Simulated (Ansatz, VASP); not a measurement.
## Ag: VASP beside Ansatz

Contents of POSCAR:

```
Ag
1.0
   -1.6339339421      1.6339339421      1.6339339421
    1.6339339421     -1.6339339421      1.6339339421
    1.6339339421      1.6339339421     -1.6339339421
Ag
1
Direct
    0.0000000000      0.0000000000      0.0000000000
```

Contents of INCAR.step1:

```
PREC = Accurate
ENCUT = 550
ISMEAR = -1
SIGMA = 0.15
LREAL = F
LASPH = T
NELM = 120
NBANDS = 12
GGA = PE
ALGO = Normal
EDIFF = 1E-5
LWAVE = T
LCHARG = F
GGA_COMPAT = F
```

Contents of INCAR.step2:

```
PREC = Accurate
ENCUT = 550
EDIFF = 1E-6
ISMEAR = -1
SIGMA = 0.15
LREAL = F
LASPH = T
NELM = 120
ALGO = Normal
ISIF = 2
LWAVE = F
LCHARG = T
METAGGA = R2SCAN
LMIXTAU = T
LELF = T
LVHAR = T
NBANDS = 12
ISTART = 1
GGA_COMPAT = F
```

The input KPOINTS:

```
regular mesh
0
Gamma
  8 8 8
```

Input for Ansatz:

```yaml
crystal:
  lattice:
    - [-1.6339339421248118, 1.6339339421248105, 1.6339339421248102]
    - [1.6339339421248118, -1.6339339421248114, 1.6339339421248105]
    - [1.6339339421248118, 1.6339339421248114, -1.6339339421248105]
  atoms:
    - { symbol: Ag, position: [-1.9999639587435842e-19, 1.1338930627314433e-19, -3.1338570214750435e-19] }
kpoints:
  mp_grid:
    grid: [8, 8, 8]
hamiltonian:
  xc: r2scan
  pseudopotentials:
    kind: paw
scf:
  occupations:
    method: fermi_dirac
    width: 0.15
output:
  forces: true
  stress: true
```

Alike in both runs: task single point; functional r2SCAN; k mesh 8 × 8 × 8; occupations fermi-dirac, width 0.15 eV; no spin polarisation.

|  | VASP | Ansatz |
| --- | --- | --- |
| version | VASP 6.6.1 | Ansatz 0.2.0 |
| potentials or method | VASP PAW PBE potentials, release 64 (Ag) | plane waves, PAW |
| plane-wave cutoff (eV) | 550 | 500 |
| valence electrons in the cell | 11 | 19 |

```csv
,VASP,Ansatz,Ansatz less VASP
pressure (GPa),0.3,0.2,-0.10
```

VASP's potentials were made for PBE, not for r2SCAN. VASP's potentials hold 11 valence electrons a cell and Ansatz's 19, so a difference there can come from the potentials and not from the codes.
